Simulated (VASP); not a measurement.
# CuAs (P6_3/mmc) in VASP: notebook, part 2 of 2

VASP 6.6.1.

## (4) Single point, LDA

This run uses another cell than the first one, of 13.19 Å³/atom, 1.020 times its volume.

INCAR reads:

```
SYSTEM = CuAs
PREC = Accurate
ENCUT = 520
EDIFF = 1E-7
ISMEAR = 0
SIGMA = 0.15
LREAL = .FALSE.
LASPH = .TRUE.
NELM = 60
ALGO = Normal
ISIF = 2
LWAVE = .FALSE.
LCHARG = .TRUE.
LELF = .TRUE.
LVHAR = .TRUE.
NBANDS = 24
```

KPOINTS reads:

```
regular mesh
0
G
  12 12 8
  0 0 0
```

POSCAR reads:

```
CuAs
1.0
    3.6915000000      0.0000000000      0.0000000000
   -1.8457500000      3.1969327781      0.0000000000
    0.0000000000      0.0000000000      4.4694000000
Cu As
2 2
Direct
    0.0000000000      0.0000000000      0.5000000000
    0.0000000000      0.0000000000      0.0000000000
    0.6666666667      0.3333333333      0.7500000000
    0.3333333333      0.6666666667      0.2500000000
```

On the command line:

```
> cat potpaw_LDA.64/Cu/POTCAR potpaw_LDA.64/As/POTCAR > POTCAR
> mpirun -np 1 vasp_std > vasp.out
```

Run time: 91 s. Hardware: 1 thread of AMD EPYC 9R45 (Zen 5), shared host; peak memory 0.2 GiB.

Results (log left out):

```
Free energy            : -19.5346 eV
Pressure               : 24.3 GPa
Band gap on the k mesh : zero (band 16 reaches 10.23 eV, above the bottom of band 17 at 8.19 eV)
```

Stress tensor (GPa, compression positive):
```
19.89  0.00  0.00
 0.00 19.89  0.00
 0.00  0.00 33.01
```

Levels at points of the mesh, in eV from the Fermi level:
```
           k point  band 14  band 15  band 16  band 17  band 18  band 19
(0.00, 0.00, 0.00)    -0.75    -0.75     1.08     1.08     2.06     3.33
(0.50, 0.00, 0.00)    -3.44    -3.40    -2.47     0.30     3.01     3.15
(0.00, 0.00, 0.50)    -0.88     0.88     0.88     0.88     0.88     4.94
(0.50, 0.00, 0.50)    -4.00    -1.11    -1.11     0.44     0.44     5.70
```

## (5) Single point, LDA

This run uses another cell than the first one, of 13.29 Å³/atom, 1.028 times its volume.

INCAR reads:

```
PREC = Accurate
ENCUT = 520
EDIFF = 1E-6
ISMEAR = 0
SIGMA = 0.15
LREAL = False
LASPH = True
NELM = 80
ALGO = Normal
ISIF = 2
LWAVE = False
LCHARG = True
GGA = CA
LELF = True
LVHAR = True
NBANDS = 24
```

KPOINTS reads:

```
regular mesh
0
Gamma
  12 12 8
```

POSCAR reads:

```
CuAs
1.0
    3.6033000000      0.0000000000      0.0000000000
   -1.8016500000      3.1205493375      0.0000000000
    0.0000000000      0.0000000000      4.7285000000
Cu As
2 2
Direct
    0.0000000000      0.0000000000      0.5000000000
    0.0000000000      0.0000000000      0.0000000000
    0.6666666667      0.3333333333      0.7500000000
    0.3333333333      0.6666666667      0.2500000000
```

Potentials or basis: VASP PAW LDA potentials, release 64 (Cu, As).

On the command line:

```
> cat potpaw_LDA.64/Cu/POTCAR potpaw_LDA.64/As/POTCAR > POTCAR
> mpirun -np 1 vasp_std > vasp.out
```

OUTCAR:

```text
PREC = Accurate
   ENCUT = 520
   EDIFF = 1E-6
   ISMEAR = 0
   LREAL = False
   LASPH = True
   NELM = 80
   ISIF = 2
   GGA = CA

 ion  position               nearest neighbor table
   1  0.000  0.000  0.500-   2 2.36   2 2.36   4 2.39   3 2.39   3 2.39   4 2.39   3 2.39   4 2.39

   2  0.000  0.000  0.000-   1 2.36   1 2.36   4 2.39   3 2.39   3 2.39   4 2.39   3 2.39   4 2.39

   3  0.667  0.333  0.750-   1 2.39   2 2.39   1 2.39   2 2.39   1 2.39   2 2.39
   4  0.333  0.667  0.250-   1 2.39   2 2.39   1 2.39   2 2.39   1 2.39   2 2.39

  LATTYP: Found a hexagonal cell.
 ALAT       =     3.6033000000
 C/A-ratio  =     1.3122693087

  Lattice vectors:

 A1 = (   3.6033000000,   0.0000000000,   0.0000000000)
 A2 = (  -1.8016500000,   3.1205493375,   0.0000000000)
 A3 = (   0.0000000000,   0.0000000000,   4.7285000000)

Analysis of symmetry for initial positions (statically):
=====================================================================
 Subroutine PRICEL returns:
 Original cell was already a primitive cell.
[... 170 lines left out ...]
  ---------------------------------------------------
  ext. energy  EPLUGINS =         0.00000000
  ---------------------------------------------------
  free energy    TOTEN  =       -19.67561164 eV

  energy without entropy =      -19.65882536  energy(sigma->0) =      -19.66721850

 E-fermi :   9.0008     XC(G=0): -12.3648

 val. band max:        8.9947799591   @ k =   0.0833   0.0833   0.5000
 cond. band min:       9.0046013196   @ k =   0.5000  -0.0000   0.0000
 fundamental gap:      0.0098213604
 Fermi energy:         9.0007713490

 k-point     1 :       0.0000    0.0000    0.0000
  band No.  band energies     occupation
      1      -6.3103      2.00000
      2      -1.5999      2.00000
      3       1.2768      2.00000
      4       2.8739      2.00000
      5       2.8739      2.00000
      6       3.2854      2.00000
[... 637 lines left out ...]
     23      18.4849      0.00000
     24      19.1743      0.00000

 [... further k-points ...]
[... 5 lines left out ...]
  --------------------------------------------------------------------------------------
  -------------------------------------------------------------------------------------
  Total        7.5609499      7.5609499      6.5662672      0.0000000     -0.0000000      0.0000000
  in kB      227.8411042    227.8411042    197.8674074      0.0000000     -0.0000000      0.0000000
  external PRESSURE =     217.8498720 kB  Pullay stress =       0.0000000 kB

 VOLUME and BASIS-vectors are now :
 -----------------------------------------------------------------------------
  energy-cutoff  :      520.00
  volume of cell :       53.17
      direct lattice vectors                 reciprocal lattice vectors
     3.603300000  0.000000000  0.000000000     0.277523381  0.160228199  0.000000000
    -1.801650000  3.120549337  0.000000000     0.000000000  0.320456398  0.000000000
     0.000000000  0.000000000  4.728500000     0.000000000  0.000000000  0.211483557

 POSITION                                       TOTAL-FORCE (eV/Angst)
 -----------------------------------------------------------------------------------
      0.00000      0.00000      2.36425        -0.000000     -0.000000     -0.000000
      0.00000      0.00000      0.00000        -0.000000     -0.000000     -0.000000
      1.80165      1.04018      3.54638        -0.000000      0.000000      0.000000
     -0.00000      2.08037      1.18213         0.000000      0.000000     -0.000000
 -----------------------------------------------------------------------------------
    total drift:                               -0.000000      0.000000      0.000000

  FREE ENERGIE OF THE ION-ELECTRON SYSTEM (eV)
  ---------------------------------------------------
  free  energy   TOTEN  =       -19.6756116404 eV

  energy  without entropy=      -19.6588253614  energy(sigma->0) =      -19.66721850
```

OSZICAR:

```text
N       E                     dE             d eps       ncg     rms          rms(c)
DAV:   1     0.220156782032E+03    0.22016E+03   -0.14127E+04  4672   0.185E+03
DAV:   2    -0.450858715372E+01   -0.22467E+03   -0.21122E+03  4624   0.337E+02
DAV:   3    -0.224149905127E+02   -0.17906E+02   -0.16918E+02  6040   0.114E+02
DAV:   4    -0.229188886021E+02   -0.50390E+00   -0.50301E+00  5392   0.184E+01
DAV:   5    -0.229278072494E+02   -0.89186E-02   -0.89161E-02  6248   0.219E+00    0.161E+01
DAV:   6    -0.231994454061E+02   -0.27164E+00   -0.38026E+01  5328   0.187E+02    0.115E+01
DAV:   7    -0.197174183962E+02    0.34820E+01   -0.10982E+01  5376   0.998E+01    0.247E+00
DAV:   8    -0.197446434708E+02   -0.27225E-01   -0.11867E+00  7232   0.235E+01    0.218E+00
DAV:   9    -0.196754941385E+02    0.69149E-01   -0.25718E-01  6280   0.142E+01    0.187E-01
DAV:  10    -0.196760957123E+02   -0.60157E-03   -0.12926E-02  6816   0.120E+00    0.174E-01
DAV:  11    -0.196756728375E+02    0.42287E-03   -0.16570E-03  6256   0.140E+00    0.536E-02
DAV:  12    -0.196756291315E+02    0.43706E-04   -0.34200E-04  7160   0.349E-01    0.245E-02
DAV:  13    -0.196756131095E+02    0.16022E-04   -0.24086E-05  7344   0.103E-01    0.905E-03
DAV:  14    -0.196756116181E+02    0.14914E-05   -0.92287E-06  6664   0.587E-02    0.148E-03
DAV:  15    -0.196756116404E+02   -0.22294E-07   -0.57829E-07  3048   0.767E-03
   1 F= -.19675612E+02 E0= -.19667219E+02  d E =-.167863E-01
```

stdout:

```text
POSCAR found type information on POSCAR CuAs
 POSCAR found :  2 types and       4 ions
 scaLAPACK will be used
 LDA part: xc-table for (Slater(with rela. corr.)+CA(PZ))
 , standard interpolation
 POSCAR, INCAR and KPOINTS ok, starting setup
 FFT: planning ... GRIDC
 FFT: planning ... GRID_SOFT
 FFT: planning ... GRID
 WAVECAR not read
 entering main loop
```

Run time: 87 s. Hardware: 1 thread of AMD EPYC 9R45 (Zen 5), shared host; peak memory 0.2 GiB.

What came out:

- Free energy: -19.6756 eV
- Pressure: 21.8 GPa
- Band gap on the k mesh: zero (band 16 reaches 10.53 eV, above the bottom of band 17 at 8.01 eV)

Levels at points of the mesh, in eV from the Fermi level:
| k point | band 12 | band 13 | band 14 | band 15 | band 16 | band 17 | band 18 | band 19 | band 20 | band 21 |
| --- | --- | --- | --- | --- | --- | --- | --- | --- | --- | --- |
| (0.00, 0.00, 0.00) | -3.61 | -1.96 | -0.30 | -0.30 | 1.53 | 1.53 | 2.70 | 3.12 | 5.11 | 6.54 |
| (0.50, 0.00, 0.00) | -3.86 | -3.71 | -3.65 | -3.61 | -2.32 | 0.00 | 3.00 | 3.25 | 5.15 | 5.65 |
| (0.00, 0.00, 0.50) | -4.41 | -1.08 | -1.08 | 1.15 | 1.15 | 1.15 | 1.15 | 5.06 | 5.06 | 5.96 |
| (0.50, 0.00, 0.50) | -4.18 | -3.98 | -3.98 | -0.94 | -0.94 | 0.62 | 0.62 | 5.01 | 5.01 | 7.62 |

## (6) Summary

```tsv
cell	gap on the mesh (eV)	pressure (GPa)
a = 3.603, b = 3.603, c = 4.599 Å, angles 90.0, 90.0, 120.0°, 4 atoms	none	28.4
a = 3.515, b = 3.515, c = 4.858 Å, angles 90.0, 90.0, 120.0°, 4 atoms	none	27.4
a = 3.692, b = 3.692, c = 4.469 Å, angles 90.0, 90.0, 120.0°, 4 atoms	none	24.3
a = 3.603, b = 3.603, c = 4.729 Å, angles 90.0, 90.0, 120.0°, 4 atoms	none	21.8
```

Alike in all rows: task single point; level LDA; potentials or basis VASP PAW LDA potentials, release 64 (Cu, As); no spin polarisation; k mesh 12 × 12 × 8; cutoff (eV) 520; smearing gaussian 0.15 eV.

Total energies depend on the potentials used, so only differences within one code and one set of settings carry meaning.
